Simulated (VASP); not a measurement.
# SeS (Aea2) in VASP: single point with PBE

Aim: the single point of SeS with PBE.

Program: VASP 6.6.1. These are calculated values, not measurements. Logs are shortened: lines on timing, memory, paths and dates and some standing lists are left out, and cuts for length are marked.

### 1 The cell of the first run

The structure is orthorhombic, space group Aea2 (No. 41). The conventional cell has a = 13.320 Å, b = 6.385 Å, c = 5.027 Å, α = 90.00°, β = 90.00°, γ = 90.00°. S (site symmetry 1) has 1 Se at 2.23 Å within 3.0 Å. Se (site symmetry 1) has 1 Se at 2.14 Å and 1 S at 2.23 Å within 2.8 Å.

### 2 Single point, PBE

Contents of INCAR:

```
  PREC = Accurate
  ENCUT = 520
  EDIFF = 1E-6
  ISMEAR = -1
  SIGMA = 0.1
  LREAL = False
  LASPH = True
  NELM = 100
  ALGO = Normal
  ISIF = 2
  LWAVE = False
  LCHARG = False
  GGA = PE
  NBANDS = 34
```

Contents of KPOINTS:

```
Automatic mesh
0
Gamma
  3 9 9
```

Contents of POSCAR:

```
SeS
1.0
  -13.3204460000      0.0000000000      0.0000000000
    0.0000000000     -3.1925900000      2.5132650000
    0.0000000000      3.1925900000      2.5132650000
S Se
4 4
Direct
    0.8336100000      0.9389000000      0.0611000000
    0.1663900000      0.0611000000      0.9389000000
    0.6663900000      0.4389000000      0.5611000000
    0.3336100000      0.5611000000      0.4389000000
    0.9481600000      0.1849000000      0.4403000000
    0.0518400000      0.4403000000      0.1849000000
    0.5518400000      0.6849000000      0.9403000000
    0.4481600000      0.9403000000      0.6849000000
```

Potentials or basis: VASP PAW PBE potentials, release 64 (S, Se).

Run with:

```sh
> cat potpaw_PBE.64/S/POTCAR potpaw_PBE.64/Se/POTCAR > POTCAR
> mpirun -np 1 vasp_std > vasp.out
```

OUTCAR:

```text
PREC = Accurate
   ENCUT = 520
   EDIFF = 1E-6
   ISMEAR = -1
   LREAL = False
   LASPH = True
   NELM = 100
   ISIF = 2
   GGA = PE

 ion  position               nearest neighbor table
   1  0.834  0.939  0.061-   5 2.23
   2  0.166  0.061  0.939-   6 2.23
   3  0.666  0.439  0.561-   7 2.23
   4  0.334  0.561  0.439-   8 2.23
   5  0.948  0.185  0.440-   6 2.14   1 2.23
   6  0.052  0.440  0.185-   5 2.14   2 2.23
   7  0.552  0.685  0.940-   8 2.14   3 2.23
   8  0.448  0.940  0.685-   7 2.14   4 2.23

  LATTYP: Found a base centered orthorhombic cell.
 ALAT       =     5.0265300000
 B/A-ratio  =     1.2702958104
 C/A-ratio  =     2.6500281506

  Lattice vectors:

 A1 = (   0.0000000000,  -3.1925900000,   2.5132650000)
 A2 = (   0.0000000000,   3.1925900000,   2.5132650000)
 A3 = ( -13.3204460000,   0.0000000000,   0.0000000000)

Analysis of symmetry for initial positions (statically):
=====================================================================
 Subroutine PRICEL returns:
 Original cell was already a primitive cell.

 Routine SETGRP: Setting up the symmetry group for a
 base centered orthorhombic supercell.

 Subroutine GETGRP returns: Found  4 space group operations
 (whereof  2 operations were pure point group operations)
 out of a pool of  8 trial point group operations.

The static configuration has the point symmetry C_2 .
 The point group associated with its full space group is C_2v.

Analysis of symmetry for dynamics (positions and initial velocities):
=====================================================================
 Subroutine PRICEL returns:
 Original cell was already a primitive cell.

 Routine SETGRP: Setting up the symmetry group for a
 base centered orthorhombic supercell.

 Subroutine GETGRP returns: Found  4 space group operations
 (whereof  2 operations were pure point group operations)
 out of a pool of  8 trial point group operations.

The dynamic configuration has the point symmetry C_2 .
 The point group associated with its full space group is C_2v.

 Subroutine INISYM returns: Found  4 space group operations
 (whereof  2 operations are pure point group operations),
 and found     1 'primitive' translations

----------------------------------------------------------------------------------------

                                     Primitive cell

  volume of cell :     213.7618

  direct lattice vectors                    reciprocal lattice vectors
   -13.320446000  0.000000000  0.000000000    -0.075072561  0.000000000  0.000000000
     0.000000000 -3.192590000  2.513265000     0.000000000 -0.156612656  0.198944401
     0.000000000  3.192590000  2.513265000     0.000000000  0.156612656  0.198944401

  length of vectors
    13.320446000  4.063143102  4.063143102     0.075072561  0.253192415  0.253192415

  position of ions in fractional coordinates (direct lattice)
     0.833610000  0.938900000  0.061100000
     0.166390000  0.061100000  0.938900000
     0.666390000  0.438900000  0.561100000
     0.333610000  0.561100000  0.438900000
     0.948160000  0.184900000  0.440300000
     0.051840000  0.440300000  0.184900000
     0.551840000  0.684900000  0.940300000
     0.448160000  0.940300000  0.684900000

  ion indices of the primitive-cell ions
   primitive index   ion index
                 1           1
                 2           2
                 3           3
                 4           4
                 5           5
                 6           6
                 7           7
                 8           8

----------------------------------------------------------------------------------------

 KPOINTS: Automatic mesh

Automatic generation of k-mesh.
 Grid dimensions read from file:
 generate k-points for:    3    9    9

 Generating k-lattice:

  Cartesian coordinates                     Fractional coordinates (reciprocal lattice)
    -0.025024187  0.000000000  0.000000000     0.333333333  0.000000000  0.000000000
     0.000000000 -0.017401406  0.022104933     0.000000000  0.111111111  0.000000000
     0.000000000  0.017401406  0.022104933     0.000000000  0.000000000  0.111111111

  Length of vectors
     0.025024187  0.028132491  0.028132491

  Shift w.r.t. Gamma in fractional coordinates (k-lattice)
     0.000000000  0.000000000  0.000000000

 Subroutine IBZKPT returns following result:
 ===========================================

 Found     50 irreducible k-points:

 Following reciprocal coordinates:
            Coordinates               Weight
  0.000000  0.000000  0.000000      1.000000
  0.333333  0.000000  0.000000      2.000000
  0.000000  0.111111 -0.000000      4.000000
  0.333333  0.111111 -0.000000      8.000000
  0.000000  0.222222 -0.000000      4.000000
  0.333333  0.222222 -0.000000      8.000000
[... 16 lines left out ...]
  0.000000 -0.222222  0.111111      4.000000
  0.333333 -0.222222  0.111111      8.000000
 [... further k-points ...]
   k-points           NKPTS =     50   k-points in BZ     NKDIM =     50   number of bands    NBANDS=     34
   number of dos      NEDOS =    301   number of ions     NIONS =      8
   total plane-waves  NPLWV =  90000
   dimension x,y,z NGX =   100 NGY =   30 NGZ =   30
   dimension x,y,z NGXF=   200 NGYF=   60 NGZF=   60
   ions per type =               4   4
   NGX,Y,Z   is equivalent  to a cutoff of  12.48, 12.27, 12.27 a.u.
   NGXF,Y,Z  is equivalent  to a cutoff of  24.96, 24.55, 24.55 a.u.
 SYSTEM =  unknown system
   PREC   = accura    normal or accurate (medium, high low for compatibility)
   ISTART =      0    job   : 0-new  1-cont  2-samecut
   ICHARG =      2    charge: 1-file 2-atom 10-const
   ISPIN  =      1    spin polarized calculation?
   LNONCOLLINEAR =      F non collinear calculations
   LSORBIT =      F    spin-orbit coupling
   LASPH  =      T    aspherical Exc in radial PAW
   ENCUT  =  520.0 eV  38.22 Ry    6.18 a.u.  24.77  7.55  7.55*2*pi/ulx,y,z
   NELM   =    100;   NELMIN=  2; NELMDL= -5     # of ELM steps
   EDIFF  = 0.1E-05   stopping-criterion for ELM
   LREAL  =      F    real-space projection
   EDIFFG = 0.1E-04   stopping-criterion for IOM
   NSW    =      0    number of steps for IOM
   IBRION =     -1    ionic relax: 0-MD 1-quasi-New 2-CG
   NFREE  =      0    steps in history (QN), initial steepest desc. (CG)
   ISIF   =      2    stress and relaxation
   ISYM   =      2    0-nonsym 1-usesym 2-fastsym
   POTIM  = 0.5000    time-step for ionic-motion
   TEBEG  =    0.0;   TEEND  =   0.0 temperature during run
   PSTRESS=    0.0 pullay stress
   NELECT =      48.0000    total number of electrons
   NUPDOWN=      -1.0000    fix difference up-down
   EMIN   =  10.00;   EMAX   =-10.00  energy-range for DOS
   EFERMI =   0.00;   METHOD = LEGACY
   ISMEAR =    -1;   SIGMA  =   0.10  broadening in eV -4-tet -1-fermi 0-gaus
   EFERMI_NEDOS =   21; number of points for ismear=-14 and -15
   IALGO  =     38    algorithm
   IMIX   =      4    mixing-type and parameters
     AMIX     =   0.40;   BMIX     =  1.00
     AMIX_MAG =   1.60;   BMIX_MAG =  1.00
  volume/ion in A,a.u.               =      26.72       180.32
  Fermi-wavevector in a.u.,A,eV,Ry     =   0.995051  1.880373 13.471479  0.990126
  Thomas-Fermi vector in A             =   2.127044
   LORBIT       =      0    0 simple, 1 ext, 2 COOP (PROOUT), +10 PAW based schemes
   GGA     = PE    functional components
   LHFCALC =     F    Hartree Fock is set to
   AEXX    =    0.0000 exact exchange contribution
   IVDW    =     0    specifies the selected vdW correction
   LEPSILON=     F    determine dielectric tensor
   LRPA    =     F    only Hartree local field effects (RPA)
 non-spin polarized calculation
  energy-cutoff  :      520.00
  volume of cell :      213.76
 maximum number of plane-waves:      5794
 NGX is ok and might be reduce to   100
   NGX = 49   NGY = 15   NGZ = 15

 number of electron      48.0000000 magnetization

 Free energy of the ion-electron system (eV)
  ---------------------------------------------------
  ext. energy  EPLUGINS =         0.00000000
  ---------------------------------------------------
  free energy    TOTEN  =       -25.91772845 eV

  energy without entropy =      -25.62685695  energy(sigma->0) =      -25.77229270

 E-fermi :   1.9963     XC(G=0):  -8.6417

 val. band max:        1.9954565257   @ k =   0.0000   0.3333   0.1111
 cond. band min:       2.0067848629   @ k =   0.3333  -0.1111   0.1111
 fundamental gap:      0.0113283373
 Fermi energy:         1.9962999371

 k-point     1 :       0.0000    0.0000    0.0000
  band No.  band energies     occupation
      1     -14.3463      2.00000
      2     -14.3111      2.00000
      3     -11.5556      2.00000
      4     -11.2615      2.00000
      5      -9.6362      2.00000
      6      -9.0702      2.00000
[... 26 lines left out ...]
     33       8.5092      0.00000
     34       8.7394      0.00000

 k-point     2 :       0.3333    0.0000    0.0000
  band No.  band energies     occupation
      1     -14.3377      2.00000
      2     -14.3201      2.00000
      3     -11.4914      2.00000
      4     -11.3463      2.00000
      5      -9.4947      2.00000
      6      -9.2161      2.00000
[... 26 lines left out ...]
     33       8.5868      0.00000
     34       8.7074      0.00000

 k-point     3 :       0.0000    0.1111   -0.0000
  band No.  band energies     occupation
      1     -14.3073      2.00000
      2     -14.2738      2.00000
      3     -11.5284      2.00000
      4     -11.2509      2.00000
      5      -9.6257      2.00000
      6      -9.0974      2.00000
[... 26 lines left out ...]
     33       8.6507      0.00000
     34       8.7849      0.00000
[... 704 lines left out ...]
 k-point    23 :       0.0000   -0.2222    0.1111
  band No.  band energies     occupation
      1     -14.1833      2.00000
      2     -14.1520      2.00000
      3     -11.4716      2.00000
      4     -11.2238      2.00000
      5      -9.5974      2.00000
      6      -9.1341      2.00000
[... 26 lines left out ...]
     33       8.8086      0.00000
     34       8.8939      0.00000

 k-point    24 :       0.3333   -0.2222    0.1111
  band No.  band energies     occupation
      1     -14.1756      2.00000
      2     -14.1600      2.00000
      3     -11.4165      2.00000
      4     -11.2936      2.00000
      5      -9.4831      2.00000
      6      -9.2512      2.00000
[... 26 lines left out ...]
     33       8.7717      0.00000
     34       8.8608      0.00000

 [... further k-points ...]

------------------------ aborting loop because EDIFF is reached ----------------------------------------

  FORCE on cell =-STRESS in cart. coord.  units (eV):
  Direction    XX          YY          ZZ          XY          YZ          ZX
  --------------------------------------------------------------------------------------
  -------------------------------------------------------------------------------------
  Total        3.2551034     11.0500063     -3.3235318      0.0000000      0.0000000      0.0000000
  in kB       24.3974914     82.8214659    -24.9103729      0.0000000      0.0000000      0.0000000
  external PRESSURE =      27.4361948 kB  Pullay stress =       0.0000000 kB

 VOLUME and BASIS-vectors are now :
 -----------------------------------------------------------------------------
  energy-cutoff  :      520.00
  volume of cell :      213.76
      direct lattice vectors                 reciprocal lattice vectors
   -13.320446000  0.000000000  0.000000000    -0.075072561  0.000000000  0.000000000
     0.000000000 -3.192590000  2.513265000     0.000000000 -0.156612656  0.198944401
     0.000000000  3.192590000  2.513265000     0.000000000  0.156612656  0.198944401

 POSITION                                       TOTAL-FORCE (eV/Angst)
 -----------------------------------------------------------------------------------
    -11.10406     -2.80246      2.51327        -0.415262      0.083906      0.506916
     -2.21639      2.80246      2.51327         0.415262     -0.083906      0.506916
     -8.87661      0.39013      2.51327         0.415262      0.083906      0.506916
     -4.44383     -0.39013      2.51327        -0.415262     -0.083906      0.506916
    -12.62991      0.81539      1.57129         3.504862      3.091489     -0.506916
     -0.69053     -0.81539      1.57129        -3.504862     -3.091489     -0.506916
     -7.35075      0.81539      4.08456        -3.504862      3.091489     -0.506916
     -5.96969     -0.81539      4.08456         3.504862     -3.091489     -0.506916
 -----------------------------------------------------------------------------------
    total drift:                               -0.000000      0.000000      0.000103

  FREE ENERGIE OF THE ION-ELECTRON SYSTEM (eV)
  ---------------------------------------------------
  free  energy   TOTEN  =       -25.9177284536 eV

  energy  without entropy=      -25.6268569543  energy(sigma->0) =      -25.77229270
```

It took 5 min on 1 thread of Intel Xeon Platinum 8375C at 2.90GHz (Ice Lake), shared host; peak memory 0.44 GiB.

Results:

```yaml
Free_energy: -25.9177 eV
Pressure: 2.7 GPa
Largest_force: 4.701 eV/Å
Band_gap_on_the_k_mesh: zero (bands 24 and 25 overlap by 0.37 eV)
```

Forces on the atoms (eV/Å):
```
S   -0.415  0.084  0.507
S    0.415 -0.084  0.507
S    0.415  0.084  0.507
S   -0.415 -0.084  0.507
Se   3.505  3.091 -0.507
Se  -3.505 -3.091 -0.507
Se  -3.505  3.091 -0.507
Se   3.505 -3.091 -0.507
```

Stress tensor (GPa, compression positive):
```
 2.44  0.00  0.00
 0.00  8.28  0.00
 0.00  0.00 -2.49
```

Caveat: the stress differs along the axes, from -2 to 8 GPa; this functional lacks dispersion, which holds the molecules together, so the pressure and a relaxed volume are unreliable; forces of over 1 eV/Å act on the atoms, so gaps and moduli don't describe the material at rest.
